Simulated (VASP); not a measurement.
# Zn (Im-3m) in VASP: further runs

Runs on Zn. Level: PBE. Tasks: single point.

Everything below comes from runs of VASP 6.6.1. Logs are shortened: lines on timing, memory, paths and dates and some standing lists are left out, and cuts for length are marked.

**1. The cell of the first run**

The structure is cubic, space group Im-3m (No. 229). The conventional cell has a = 3.001 Å, b = 3.001 Å, c = 3.001 Å, α = 90.00°, β = 90.00°, γ = 90.00°. Zn (site symmetry m-3m) has 14 Zn at 2.60 to 3.00 Å within 3.4 Å.

**2. Single point, PBE (volume scaled by 0.88)**

Contents of INCAR:

```
SYSTEM = Zn
ALGO = Normal
EDIFF = 1E-6
ENCUT = 520
GGA = PE
ISIF = 2
ISMEAR = -1
LASPH = .TRUE.
LCHARG = .TRUE.
LELF = .TRUE.
LREAL = .FALSE.
LVHAR = .TRUE.
LWAVE = .FALSE.
NBANDS = 12
NELM = 100
PREC = Accurate
SIGMA = 0.1
```

Contents of KPOINTS:

```
k-points
0
G
  16 16 16
  0 0 0
```

Contents of POSCAR:

```
Zn
1.0
   -1.5003707444      1.5003707444      1.5003707444
    1.5003707444     -1.5003707444      1.5003707444
    1.5003707444      1.5003707444     -1.5003707444
Zn
1
Direct
    0.0000000000      0.0000000000      0.0000000000
```

Potentials or basis: VASP PAW PBE potentials, release 64 (Zn).

On the command line:

```
$ cat potpaw_PBE.64/Zn/POTCAR > POTCAR
$ mpirun -np 1 vasp_std > vasp.out
```

OUTCAR:

```text
SYSTEM = Zn
   EDIFF = 1E-6
   ENCUT = 520
   GGA = PE
   ISIF = 2
   ISMEAR = -1
   LASPH = .TRUE.
   LREAL = .FALSE.
   NELM = 100
   PREC = Accurate

 ion  position               nearest neighbor table
   1  0.000  0.000  0.000-

  LATTYP: Found a body centered cubic cell.
 ALAT       =     3.0007414888

  Lattice vectors:

 A1 = (  -1.5003707444,   1.5003707444,   1.5003707444)
 A2 = (   1.5003707444,  -1.5003707444,   1.5003707444)
 A3 = (   1.5003707444,   1.5003707444,  -1.5003707444)

Analysis of symmetry for initial positions (statically):
=====================================================================
 Subroutine PRICEL returns:
 Original cell was already a primitive cell.

 Routine SETGRP: Setting up the symmetry group for a
 body centered cubic supercell.

 Subroutine GETGRP returns: Found 48 space group operations
 (whereof 48 operations were pure point group operations)
 out of a pool of 48 trial point group operations.

The static configuration has the point symmetry O_h .

Analysis of symmetry for dynamics (positions and initial velocities):
=====================================================================
 Subroutine PRICEL returns:
 Original cell was already a primitive cell.

 Routine SETGRP: Setting up the symmetry group for a
 body centered cubic supercell.

 Subroutine GETGRP returns: Found 48 space group operations
 (whereof 48 operations were pure point group operations)
 out of a pool of 48 trial point group operations.

The dynamic configuration has the point symmetry O_h .

 Subroutine INISYM returns: Found 48 space group operations
 (whereof 48 operations are pure point group operations),
 and found     1 'primitive' translations

----------------------------------------------------------------------------------------

                                     Primitive cell

  volume of cell :      13.5100

  direct lattice vectors                    reciprocal lattice vectors
    -1.500370744  1.500370744  1.500370744     0.000000000  0.333250966  0.333250966
     1.500370744 -1.500370744  1.500370744     0.333250966  0.000000000  0.333250966
     1.500370744  1.500370744 -1.500370744     0.333250966  0.333250966  0.000000000

  length of vectors
     2.598718359  2.598718359  2.598718359     0.471288036  0.471288036  0.471288036

  position of ions in fractional coordinates (direct lattice)
     0.000000000  0.000000000  0.000000000

  ion indices of the primitive-cell ions
   primitive index   ion index
                 1           1

----------------------------------------------------------------------------------------

 KPOINTS: k-points

Automatic generation of k-mesh.
 Grid dimensions read from file:
 generate k-points for:   16   16   16

 Generating k-lattice:

  Cartesian coordinates                     Fractional coordinates (reciprocal lattice)
     0.000000000  0.020828185  0.020828185     0.062500000  0.000000000  0.000000000
     0.020828185  0.000000000  0.020828185     0.000000000  0.062500000  0.000000000
     0.020828185  0.020828185  0.000000000     0.000000000  0.000000000  0.062500000

  Length of vectors
     0.029455502  0.029455502  0.029455502

  Shift w.r.t. Gamma in fractional coordinates (k-lattice)
     0.000000000  0.000000000  0.000000000

 Subroutine IBZKPT returns following result:
 ===========================================

 Found    145 irreducible k-points:

 Following reciprocal coordinates:
            Coordinates               Weight
  0.000000  0.000000  0.000000      1.000000
  0.062500  0.000000  0.000000     12.000000
  0.125000  0.000000  0.000000     12.000000
  0.187500  0.000000  0.000000     12.000000
  0.250000  0.000000  0.000000     12.000000
  0.312500  0.000000  0.000000     12.000000
[... 16 lines left out ...]
  0.187500  0.187500  0.000000     24.000000
  0.250000  0.187500  0.000000     48.000000
 [... further k-points ...]
   k-points           NKPTS =    145   k-points in BZ     NKDIM =    145   number of bands    NBANDS=     12
   number of dos      NEDOS =    301   number of ions     NIONS =      1
   total plane-waves  NPLWV =   8000
   dimension x,y,z NGX =    20 NGY =   20 NGZ =   20
   dimension x,y,z NGXF=    40 NGYF=   40 NGZF=   40
   ions per type =               1
   NGX,Y,Z   is equivalent  to a cutoff of  12.79, 12.79, 12.79 a.u.
   NGXF,Y,Z  is equivalent  to a cutoff of  25.59, 25.59, 25.59 a.u.
 SYSTEM =  Zn
   PREC   = accura    normal or accurate (medium, high low for compatibility)
   ISTART =      0    job   : 0-new  1-cont  2-samecut
   ICHARG =      2    charge: 1-file 2-atom 10-const
   ISPIN  =      1    spin polarized calculation?
   LNONCOLLINEAR =      F non collinear calculations
   LSORBIT =      F    spin-orbit coupling
   LASPH  =      T    aspherical Exc in radial PAW
   ENCUT  =  520.0 eV  38.22 Ry    6.18 a.u.   4.83  4.83  4.83*2*pi/ulx,y,z
   NELM   =    100;   NELMIN=  2; NELMDL= -5     # of ELM steps
   EDIFF  = 0.1E-05   stopping-criterion for ELM
   LREAL  =      F    real-space projection
   EDIFFG = 0.1E-04   stopping-criterion for IOM
   NSW    =      0    number of steps for IOM
   IBRION =     -1    ionic relax: 0-MD 1-quasi-New 2-CG
   NFREE  =      0    steps in history (QN), initial steepest desc. (CG)
   ISIF   =      2    stress and relaxation
   ISYM   =      2    0-nonsym 1-usesym 2-fastsym
   POTIM  = 0.5000    time-step for ionic-motion
   TEBEG  =    0.0;   TEEND  =   0.0 temperature during run
   PSTRESS=    0.0 pullay stress
   NELECT =      12.0000    total number of electrons
   NUPDOWN=      -1.0000    fix difference up-down
   EMIN   =  10.00;   EMAX   =-10.00  energy-range for DOS
   EFERMI =   0.00;   METHOD = LEGACY
   ISMEAR =    -1;   SIGMA  =   0.10  broadening in eV -4-tet -1-fermi 0-gaus
   EFERMI_NEDOS =   21; number of points for ismear=-14 and -15
   IALGO  =     38    algorithm
   IMIX   =      4    mixing-type and parameters
     AMIX     =   0.40;   BMIX     =  1.00
     AMIX_MAG =   1.60;   BMIX_MAG =  1.00
  volume/ion in A,a.u.               =      13.51        91.17
  Fermi-wavevector in a.u.,A,eV,Ry     =   1.573681  2.973826 33.694440  2.476471
  Thomas-Fermi vector in A             =   2.674929
   LORBIT       =      0    0 simple, 1 ext, 2 COOP (PROOUT), +10 PAW based schemes
   GGA     = PE    functional components
   LHFCALC =     F    Hartree Fock is set to
   AEXX    =    0.0000 exact exchange contribution
   IVDW    =     0    specifies the selected vdW correction
   LEPSILON=     F    determine dielectric tensor
   LRPA    =     F    only Hartree local field effects (RPA)
 non-spin polarized calculation
  energy-cutoff  :      520.00
  volume of cell :       13.51
 maximum number of plane-waves:       378
   NGX =  9   NGY =  9   NGZ =  9

 number of electron      11.9999996 magnetization

 Free energy of the ion-electron system (eV)
  ---------------------------------------------------
  ext. energy  EPLUGINS =         0.00000000
  ---------------------------------------------------
  free energy    TOTEN  =        -0.96549112 eV

  energy without entropy =       -0.95536380  energy(sigma->0) =       -0.96042746

 E-fermi :   4.2717     XC(G=0): -12.2006

 val. band max:        4.1378429447   @ k =   0.3750   0.1875   0.0625
 cond. band min:       4.2899820034   @ k =  -0.4375  -0.4375   0.1250
 fundamental gap:      0.1521390587
 Fermi energy:         4.2717418322

 k-point     1 :       0.0000    0.0000    0.0000
  band No.  band energies     occupation
      1      -7.3594      2.00000
      2      -4.0551      2.00000
      3      -4.0551      2.00000
      4      -4.0551      2.00000
      5      -3.4267      2.00000
      6      -3.4267      2.00000
      7      25.4301      0.00000
      8      25.4301      0.00000
      9      25.4301      0.00000
     10      26.0261      0.00000
     11      26.0261      0.00000
     12      26.0261      0.00000

 k-point     2 :       0.0625    0.0000    0.0000
  band No.  band energies     occupation
      1      -7.2240      2.00000
      2      -4.0702      2.00000
      3      -4.0525      2.00000
      4      -4.0188      2.00000
      5      -3.4410      2.00000
      6      -3.4257      2.00000
      7      23.0556      0.00000
      8      24.2798      0.00000
      9      24.5144      0.00000
     10      25.2035      0.00000
     11      25.3698      0.00000
     12      25.9918      0.00000

 k-point     3 :       0.1250    0.0000    0.0000
  band No.  band energies     occupation
      1      -6.8251      2.00000
      2      -4.1129      2.00000
      3      -4.0435      2.00000
      4      -3.9139      2.00000
      5      -3.4751      2.00000
      6      -3.4226      2.00000
      7      19.5562      0.00000
      8      22.5082      0.00000
      9      22.8898      0.00000
     10      23.9888      0.00000
     11      24.6726      0.00000
     12      26.4361      0.00000
[... 286 lines left out ...]
 k-point    23 :       0.1875    0.1875    0.0000
  band No.  band energies     occupation
      1      -4.7375      2.00000
      2      -4.2114      2.00000
      3      -4.0720      2.00000
      4      -3.5508      2.00000
      5      -3.3679      2.00000
      6      -2.4961      2.00000
      7      12.1515      0.00000
      8      12.2769      0.00000
      9      18.0423      0.00000
     10      24.4690      0.00000
     11      25.6961      0.00000
     12      30.0237      0.00000

 k-point    24 :       0.2500    0.1875    0.0000
  band No.  band energies     occupation
      1      -4.6137      2.00000
      2      -4.2757      2.00000
      3      -3.8826      2.00000
      4      -3.5251      2.00000
      5      -3.3341      2.00000
      6      -1.3750      2.00000
      7       9.3537      0.00000
      8      11.3871      0.00000
      9      17.2687      0.00000
     10      24.2920      0.00000
     11      26.4774      0.00000
     12      30.3834      0.00000

 [... further k-points ...]

------------------------ aborting loop because EDIFF is reached ----------------------------------------

  FORCE on cell =-STRESS in cart. coord.  units (eV):
  Direction    XX          YY          ZZ          XY          YZ          ZX
  --------------------------------------------------------------------------------------
  -------------------------------------------------------------------------------------
  Total        1.0507341      1.0507341      1.0507341      0.0000000      0.0000000      0.0000000
  in kB      124.6085001    124.6085001    124.6085001      0.0000000      0.0000000      0.0000000
  external PRESSURE =     124.6085001 kB  Pullay stress =       0.0000000 kB

 VOLUME and BASIS-vectors are now :
 -----------------------------------------------------------------------------
  energy-cutoff  :      520.00
  volume of cell :       13.51
      direct lattice vectors                 reciprocal lattice vectors
    -1.500370744  1.500370744  1.500370744     0.000000000  0.333250966  0.333250966
     1.500370744 -1.500370744  1.500370744     0.333250966  0.000000000  0.333250966
     1.500370744  1.500370744 -1.500370744     0.333250966  0.333250966  0.000000000

 POSITION                                       TOTAL-FORCE (eV/Angst)
 -----------------------------------------------------------------------------------
      0.00000      0.00000      0.00000        -0.000000      0.000000     -0.000000
 -----------------------------------------------------------------------------------
    total drift:                                0.000000     -0.000000      0.000000

  FREE ENERGIE OF THE ION-ELECTRON SYSTEM (eV)
  ---------------------------------------------------
  free  energy   TOTEN  =        -0.9654911170 eV

  energy  without entropy=       -0.9553637978  energy(sigma->0) =       -0.96042746
```

Wall time 12 s (1 thread of Intel Xeon 6975P-C, shared host); peak memory 0.14 GiB.

Results:

```
Free energy            : -0.9655 eV
Pressure               : 12.5 GPa
Band gap on the k mesh : zero (band 6 reaches 8.54 eV, above the bottom of band 7 at 3.39 eV)
```

**3. Single point, PBE (volume scaled by 0.92)**

Contents of INCAR:

```
SYSTEM = Zn
PREC = Accurate
ENCUT = 520
EDIFF = 1E-6
ISMEAR = -1
SIGMA = 0.1
LREAL = .False.
LASPH = .True.
NELM = 60
ALGO = Normal
ISIF = 2
LWAVE = .False.
LCHARG = .False.
GGA = PE
NBANDS = 12
```

Contents of KPOINTS:

```
regular mesh
0
Gamma
  16 16 16
  0 0 0
```

Contents of POSCAR:

```
Zn
1.0
   -1.5227676396      1.5227676396      1.5227676396
    1.5227676396     -1.5227676396      1.5227676396
    1.5227676396      1.5227676396     -1.5227676396
Zn
1
Direct
    0.0000000000      0.0000000000      0.0000000000
```

Potentials or basis: VASP PAW PBE potentials, release 64 (Zn).

On the command line:

```
$ cat potpaw_PBE.64/Zn/POTCAR > POTCAR
$ mpirun -np 1 vasp_std > vasp.out
```

Wall time 10 s (1 thread of Intel Xeon 6975P-C, shared host); peak memory 0.14 GiB.

Results (log left out):

```
Free energy            : -1.0030 eV
Pressure               : 7.5 GPa
Band gap on the k mesh : zero (band 6 reaches 8.10 eV, above the bottom of band 7 at 2.94 eV)
```

Levels at points of the mesh, in eV from the Fermi level:
```tsv
k point	band 3	band 4	band 5	band 6	band 7	band 8	band 9	band 10
(0.00, 0.00, 0.00)	-8.13	-8.13	-7.55	-7.55	20.40	20.40	20.40	21.40
(0.50, 0.00, 0.00)	-7.58	-7.51	-7.16	-3.13	-0.93	11.93	13.18	15.92
(0.50, 0.50, 0.50)	-7.25	-7.25	-7.25	4.23	4.23	4.23	8.44	8.78
```
